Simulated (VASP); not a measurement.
A run of VASP 6.6.1 is set up as follows.

The input POSCAR:

```
Rh
1.0
    0.0000000000      1.8938545596      1.8938545596
    1.8938545596      0.0000000000      1.8938545596
    1.8938545596      1.8938545596      0.0000000000
Rh
1
Direct
    0.0000000000      0.0000000000      0.0000000000
```

The input INCAR.step1:

```
  PREC = Accurate
  ENCUT = 580
  ISMEAR = -1
  SIGMA = 0.05
  LREAL = F
  LASPH = T
  NELM = 120
  NBANDS = 14
  GGA = PE
  ALGO = Normal
  EDIFF = 1E-5
  LWAVE = T
  LCHARG = F
  GGA_COMPAT = F
```

File INCAR.step2:

```
  PREC = Accurate
  ENCUT = 580
  EDIFF = 1E-6
  ISMEAR = -1
  SIGMA = 0.05
  LREAL = F
  LASPH = T
  NELM = 120
  ALGO = Normal
  ISIF = 2
  LWAVE = F
  LCHARG = F
  METAGGA = R2SCAN
  LMIXTAU = T
  IVDW = 13
  VDW_S6 = 1.0
  VDW_S8 = 0.6018749
  VDW_A1 = 0.51559235
  VDW_A2 = 5.77342911
  NBANDS = 14
  ISTART = 1
  GGA_COMPAT = F
```

KPOINTS

```
Automatic mesh
0
Gamma
  12 12 12
```

Potentials or basis: VASP PAW PBE potentials, release 64 (Rh_sv_GW).

Run with:

```sh
$ cat potpaw_PBE.64/Rh_sv_GW/POTCAR > POTCAR
$ cp INCAR.step1 INCAR
$ mpirun -np 1 vasp_std > vasp.out
$ cp INCAR.step2 INCAR
$ mpirun -np 1 vasp_std > vasp.out
```

(1) What does it give for the pressure?

(2) Predict the dispersion energy per atom.

Results:

(1) -1.7 GPa.

(2) -0.284 eV.

Caveat: the PAW data sets were made with another functional, which shifts forces and pressure a little; pairwise dispersion overbinds metals, which lowers pressure and volume.
